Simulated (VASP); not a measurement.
SiW2: single point with PBE

Crystal: SiW2.

```xyz
6
Lattice="3.2009 0.0000 0.0000 0.0000 3.2009 0.0000 0.0000 0.0000 8.7337" Properties=species:S:1:pos:R:3 pbc="T T T"
Si    0.0000    1.6005    8.0302
Si    1.6005    0.0000    0.7034
W     0.0000    1.6005    5.1394
W     1.6005    0.0000    3.5942
W     1.6005    0.0000    6.7598
W     0.0000    1.6005    1.9739
```

```
Program                : VASP 6.6.1
Task                   : single point
Functional             : PBE
Potentials or basis    : VASP PAW PBE potentials, release 64 (Si, W_sv)
Cutoff                 : 520 eV
k mesh                 : 10 × 10 × 4
Occupations            : gaussian, width 0.1 eV
Spin                   : no spin polarisation
Dipole correction      : no
Further INCAR settings : ALGO = Fast; EDIFF = 1e-06; NBANDS = 41
```

```json
{
  "Pressure": "0.3 GPa",
  "Largest force": "0.020 eV/Å",
  "Band gap on the k mesh": "zero (band 32 reaches 11.66 eV, above the bottom of band 33 at 11.20 eV)"
}
```

Forces in eV/Å, atoms in the order of the input:
```
Si   0.000  0.000  0.010
Si   0.000  0.000 -0.010
W    0.000  0.000  0.000
W    0.000  0.000  0.000
W    0.000  0.000  0.020
W    0.000  0.000 -0.020
```

Levels at points of the mesh, in eV from the Fermi level:
| k point | band 29 | band 30 | band 31 | band 32 | band 33 | band 34 | band 35 | band 36 |
| --- | --- | --- | --- | --- | --- | --- | --- | --- |
| (0.00, 0.00, 0.00) | -1.03 | -0.91 | -0.88 | -0.88 | 0.41 | 0.77 | 1.10 | 1.75 |
| (0.50, 0.00, 0.00) | -1.69 | -1.69 | -0.17 | -0.17 | 0.64 | 0.64 | 0.88 | 0.88 |
| (0.50, 0.50, 0.00) | -1.78 | -1.78 | -0.77 | -0.77 | 2.01 | 2.01 | 2.99 | 2.99 |
| (0.00, 0.00, 0.50) | -1.21 | -0.90 | 0.04 | 0.04 | 0.35 | 0.41 | 0.41 | 0.43 |
| (0.50, 0.00, 0.50) | -1.63 | -1.63 | -0.80 | -0.80 | 0.98 | 0.98 | 1.31 | 1.31 |
| (0.50, 0.50, 0.50) | -2.59 | -2.59 | -0.24 | -0.24 | 2.17 | 2.17 | 2.37 | 2.37 |

It took 2.6 min on 1 thread of Intel(R) Xeon(R) Platinum 8375C CPU @ 2.90GHz (Ice Lake) (shared host), peak memory 0.31 GiB.

Caveat: spin-orbit coupling is left out, which moves the levels of the heavy elements.
